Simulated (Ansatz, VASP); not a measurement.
NaCl in VASP and in Ansatz

```
Na Cl
1.0
     0.00000    2.72556    2.83175
     2.93794    0.00000    2.83175
     2.93794    2.72556    0.00000
Na Cl
1 1
Direct
  0.00000 0.00000 0.00000
  0.50000 0.50000 0.50000
```

Change from the starting cell: strain +0.0375 x Voigt [1, -1, 0, 0, 0, 0], atoms carried along.

Alike in both runs: task single point; functional PBE; k mesh 8 × 8 × 8; occupations gaussian, width 0.05 eV; no spin polarisation.

|  | VASP | Ansatz |
| --- | --- | --- |
| version | VASP 6.6.1 | Ansatz 0.2.0 |
| potentials or method | VASP PAW PBE potentials, release 64 (Na_pv, Cl), cutoff 520 eV | scalar-relativistic, plane waves, PAW |
| valence electrons in the cell | 14 | 16 |

VASP gave:

| Quantity | Value |
| --- | --- |
| gap on the k mesh at the Fermi level (eV) | 5.05 |
| least direct gap on the mesh (eV) | 5.05 |
| pressure (GPa) | 0.7 |
| traceless stress, the component that is largest in VASP (GPa) | 1.65 |

Q: Estimate Ansatz's values.

A: gap on the k mesh at the Fermi level (eV): 5.05; least direct gap on the mesh (eV): 5.05; pressure (GPa): 0.7; traceless stress, the component that is largest in VASP (GPa): 1.63.

With one functional, cell and mesh, what is left measures potentials, basis and numerics. VASP's potentials hold 14 valence electrons a cell and Ansatz's 16, so a difference there can come from the potentials and not from the codes.
